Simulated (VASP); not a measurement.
# Pt (Fd-3m) in VASP: notebook

The runs below take Pt through single point, with revPBE.

Program: VASP 6.6.1. These are calculated values, not measurements. Logs are shortened: lines on timing, memory, paths and dates and some standing lists are left out, and cuts for length are marked.

## 1. The cell of the first run

The structure is cubic, space group Fd-3m (No. 227). The conventional cell has a = 5.656 Å, b = 5.656 Å, c = 5.656 Å, α = 90.00°, β = 90.00°, γ = 90.00°. Within 3.2 Å of Pt (site symmetry -43m) lie 4 Pt at 2.45 Å.

This isn't the form of Pt at room conditions, which is fcc.

## 2. Single point, revPBE (22.61 Å³/atom)

INCAR

```
SYSTEM = Pt
ALGO = Normal ; EDIFF = 1E-7
ENCUT = 520 ; GGA = RE
ISIF = 2 ; ISMEAR = -1
LASPH = .TRUE. ; LCHARG = .FALSE.
LREAL = .FALSE. ; LWAVE = .FALSE.
NBANDS = 17 ; NELM = 60
PREC = Accurate ; SIGMA = 0.1
```

KPOINTS

```
k-points
0
G
  11 11 11
  0 0 0
```

POSCAR

```
Pt
1.0
    0.0000000000      2.8278470589      2.8278470589
    2.8278470589      0.0000000000      2.8278470589
    2.8278470589      2.8278470589      0.0000000000
Pt
2
Direct
    0.1250000000      0.1250000000      0.1250000000
    0.8750000000      0.8750000000      0.8750000000
```

Potentials or basis: VASP PAW PBE potentials, release 64 (Pt).

Launch:

```sh
cat potpaw_PBE.64/Pt/POTCAR > POTCAR
mpirun -np 1 vasp_std > vasp.out
```

OUTCAR:

```text
SYSTEM = Pt
   EDIFF = 1E-7
   ENCUT = 520
   GGA = RE
   ISIF = 2
   ISMEAR = -1
   LASPH = .TRUE.
   LREAL = .FALSE.
   NELM = 60
   PREC = Accurate

 ion  position               nearest neighbor table
   1  0.125  0.125  0.125-   2 2.45   2 2.45   2 2.45   2 2.45
   2  0.875  0.875  0.875-   1 2.45   1 2.45   1 2.45   1 2.45

  LATTYP: Found a face centered cubic cell.
 ALAT       =     5.6556941178

  Lattice vectors:

 A1 = (   0.0000000000,   2.8278470589,   2.8278470589)
 A2 = (   2.8278470589,   0.0000000000,   2.8278470589)
 A3 = (   2.8278470589,   2.8278470589,   0.0000000000)

Analysis of symmetry for initial positions (statically):
=====================================================================
 Subroutine PRICEL returns:
 Original cell was already a primitive cell.

 Routine SETGRP: Setting up the symmetry group for a
 face centered cubic supercell.

 Subroutine GETGRP returns: Found 48 space group operations
 (whereof 12 operations were pure point group operations)
 out of a pool of 48 trial point group operations.

The static configuration has the point symmetry D_3d.
 The point group associated with its full space group is O_h .

Analysis of symmetry for dynamics (positions and initial velocities):
=====================================================================
 Subroutine PRICEL returns:
 Original cell was already a primitive cell.

 Routine SETGRP: Setting up the symmetry group for a
 face centered cubic supercell.

 Subroutine GETGRP returns: Found 48 space group operations
 (whereof 12 operations were pure point group operations)
 out of a pool of 48 trial point group operations.

The dynamic configuration has the point symmetry D_3d.
 The point group associated with its full space group is O_h .

 Subroutine INISYM returns: Found 48 space group operations
 (whereof 12 operations are pure point group operations),
 and found     1 'primitive' translations

----------------------------------------------------------------------------------------

                                     Primitive cell

  volume of cell :      45.2270

  direct lattice vectors                    reciprocal lattice vectors
     0.000000000  2.827847059  2.827847059    -0.176812957  0.176812957  0.176812957
     2.827847059  0.000000000  2.827847059     0.176812957 -0.176812957  0.176812957
     2.827847059  2.827847059  0.000000000     0.176812957  0.176812957 -0.176812957

  length of vectors
[... 81 lines left out ...]
   NELM   =     60;   NELMIN=  2; NELMDL= -5     # of ELM steps
   EDIFF  = 0.1E-06   stopping-criterion for ELM
   LREAL  =      F    real-space projection
   EDIFFG = 0.1E-05   stopping-criterion for IOM
   NSW    =      0    number of steps for IOM
   IBRION =     -1    ionic relax: 0-MD 1-quasi-New 2-CG
   NFREE  =      0    steps in history (QN), initial steepest desc. (CG)
   ISIF   =      2    stress and relaxation
   ISYM   =      2    0-nonsym 1-usesym 2-fastsym
   POTIM  = 0.5000    time-step for ionic-motion
   TEBEG  =    0.0;   TEEND  =   0.0 temperature during run
   PSTRESS=    0.0 pullay stress
   NELECT =      20.0000    total number of electrons
   NUPDOWN=      -1.0000    fix difference up-down
   EMIN   =  10.00;   EMAX   =-10.00  energy-range for DOS
   EFERMI =   0.00;   METHOD = LEGACY
   ISMEAR =    -1;   SIGMA  =   0.10  broadening in eV -4-tet -1-fermi 0-gaus
   EFERMI_NEDOS =   21; number of points for ismear=-14 and -15
   IALGO  =     38    algorithm
   IMIX   =      4    mixing-type and parameters
     AMIX     =   0.40;   BMIX     =  1.00
     AMIX_MAG =   1.60;   BMIX_MAG =  1.00
  volume/ion in A,a.u.               =      22.61       152.60
  Fermi-wavevector in a.u.,A,eV,Ry     =   1.247246  2.356954 21.165543  1.555623
  Thomas-Fermi vector in A             =   2.381387
   LORBIT       =      0    0 simple, 1 ext, 2 COOP (PROOUT), +10 PAW based schemes
   GGA     = RE    functional components
   LHFCALC =     F    Hartree Fock is set to
   AEXX    =    0.0000 exact exchange contribution
   IVDW    =     0    specifies the selected vdW correction
   LEPSILON=     F    determine dielectric tensor
   LRPA    =     F    only Hartree local field effects (RPA)
 non-spin polarized calculation
  energy-cutoff  :      520.00
  volume of cell :       45.23
 maximum number of plane-waves:      1243
 NGX is ok and might be reduce to    30
   NGX = 15   NGY = 15   NGZ = 15

 number of electron      19.9999997 magnetization

 Free energy of the ion-electron system (eV)
  ---------------------------------------------------
  ext. energy  EPLUGINS =         0.00000000
  ---------------------------------------------------
  free energy    TOTEN  =        -9.12329540 eV

  energy without entropy =       -8.97903278  energy(sigma->0) =       -9.05116409

 E-fermi :   5.9187     XC(G=0): -10.6779

 val. band max:        5.9116332486   @ k =  -0.3636   0.3636   0.0909
 cond. band min:       5.9222176127   @ k =  -0.4545   0.3636   0.0000
 fundamental gap:      0.0105843641
 Fermi energy:         5.9187391138

 k-point     1 :       0.0000    0.0000    0.0000
  band No.  band energies     occupation
      1      -1.5075      2.00000
      2       1.0539      2.00000
      3       1.0539      2.00000
      4       1.2677      2.00000
      5       1.2677      2.00000
      6       1.2677      2.00000
[... 457 lines left out ...]
      4       1.1236      2.00000
      5       1.4916      2.00000
      6       2.1241      2.00000
[... 9 lines left out ...]
     16      18.4650      0.00000
     17      19.1255      0.00000

 [... further k-points ...]

------------------------ aborting loop because EDIFF is reached ----------------------------------------

  FORCE on cell =-STRESS in cart. coord.  units (eV):
  Direction    XX          YY          ZZ          XY          YZ          ZX
  --------------------------------------------------------------------------------------
  -------------------------------------------------------------------------------------
  Total        2.9282946      2.9282946      2.9282946      0.0000000     -0.0000000      0.0000000
  in kB      103.7355470    103.7355470    103.7355470      0.0000000     -0.0000000      0.0000000
  external PRESSURE =     103.7355470 kB  Pullay stress =       0.0000000 kB

 VOLUME and BASIS-vectors are now :
 -----------------------------------------------------------------------------
  energy-cutoff  :      520.00
  volume of cell :       45.23
      direct lattice vectors                 reciprocal lattice vectors
     0.000000000  2.827847059  2.827847059    -0.176812957  0.176812957  0.176812957
     2.827847059  0.000000000  2.827847059     0.176812957 -0.176812957  0.176812957
     2.827847059  2.827847059  0.000000000     0.176812957  0.176812957 -0.176812957

 POSITION                                       TOTAL-FORCE (eV/Angst)
 -----------------------------------------------------------------------------------
      0.70696      0.70696      0.70696         0.000000      0.000000      0.000000
      4.94873      4.94873      4.94873        -0.000000     -0.000000     -0.000000
 -----------------------------------------------------------------------------------
    total drift:                               -0.000000      0.000000      0.000000

  FREE ENERGIE OF THE ION-ELECTRON SYSTEM (eV)
  ---------------------------------------------------
  free  energy   TOTEN  =        -9.1232954003 eV

  energy  without entropy=       -8.9790327792  energy(sigma->0) =       -9.05116409
```

stdout:

```text
POSCAR found type information on POSCAR Pt
 POSCAR found :  1 types and       2 ions
 scaLAPACK will be used
 -----------------------------------------------------------------------------
|                                                                             |
|                                                                             |
|     You enforced a specific xc type in the INCAR file but a different       |
|     I HOPE YOU KNOW WHAT YOU ARE DOING!                                     |
|                                                                             |
 -----------------------------------------------------------------------------

 LDA part: xc-table for (Slater+PW92), standard interpolation
 POSCAR, INCAR and KPOINTS ok, starting setup
 FFT: planning ... GRIDC
 FFT: planning ... GRID_SOFT
 FFT: planning ... GRID
 WAVECAR not read
 entering main loop
```

Run time: 46 s. Hardware: 1 thread of AMD EPYC 7R13, shared host; peak memory 0.16 GiB.

Results:

```
Free energy            : -9.1233 eV
Pressure               : 10.4 GPa
Band gap on the k mesh : zero (bands 10 and 11 overlap by 0.65 eV)
```

Levels at points of the mesh, in eV from the Fermi level:
```csv
k point,band 6,band 7,band 8,band 9,band 10,band 11,band 12,band 13,band 14,band 15
"(0.00, 0.00, 0.00)",-4.65,-2.02,-2.02,-2.02,-0.08,-0.08,10.80,10.81,12.05,12.05
```

Caveat: the cell stands under pressure; the PAW data sets were made with another functional, which shifts forces and pressure a little; spin-orbit coupling is left out, which moves the levels of the heavy elements.

## 3. Single point, revPBE (23.60 Å³/atom)

This run uses another cell than the first one, of 23.60 Å³/atom.

INCAR

```
SYSTEM = Pt
PREC = Accurate
ENCUT = 520
EDIFF = 1E-6
ISMEAR = -1
SIGMA = 0.1
LREAL = .FALSE.
LASPH = .TRUE.
NELM = 80
ALGO = Normal
ISIF = 2
LWAVE = .FALSE.
LCHARG = .TRUE.
GGA = RE
LELF = .TRUE.
LVHAR = .TRUE.
NBANDS = 17
```

KPOINTS

```
regular mesh
0
G
  11 11 11
  0 0 0
```

POSCAR

```
Pt
1.0
    0.0000000000      2.8682503327      2.8682503327
    2.8682503327      0.0000000000      2.8682503327
    2.8682503327      2.8682503327      0.0000000000
Pt
2
Direct
    0.1250000000      0.1250000000      0.1250000000
    0.8750000000      0.8750000000      0.8750000000
```

Potentials or basis: VASP PAW PBE potentials, release 64 (Pt).

Launch:

```sh
cat potpaw_PBE.64/Pt/POTCAR > POTCAR
mpirun -np 1 vasp_std > vasp.out
```

Run time: 50 s. Hardware: 1 thread of AMD EPYC 7R13, shared host; peak memory 0.16 GiB.

The run converged. Its results:

| Quantity | Value |
| --- | --- |
| Free energy | -9.2130 eV |
| Pressure | 4.3 GPa |
| Band gap on the k mesh | zero (bands 10 and 11 overlap by 0.61 eV) |

Levels at points of the mesh, in eV from the Fermi level:
| k point | band 7 | band 8 | band 9 | band 10 | band 11 | band 12 | band 13 | band 14 |
| --- | --- | --- | --- | --- | --- | --- | --- | --- |
| (0.00, 0.00, 0.00) | -1.88 | -1.88 | -1.88 | -0.09 | -0.09 | 10.59 | 10.68 | 11.71 |

Caveat: the cell stands under pressure; the PAW data sets were made with another functional, which shifts forces and pressure a little; spin-orbit coupling is left out, which moves the levels of the heavy elements.
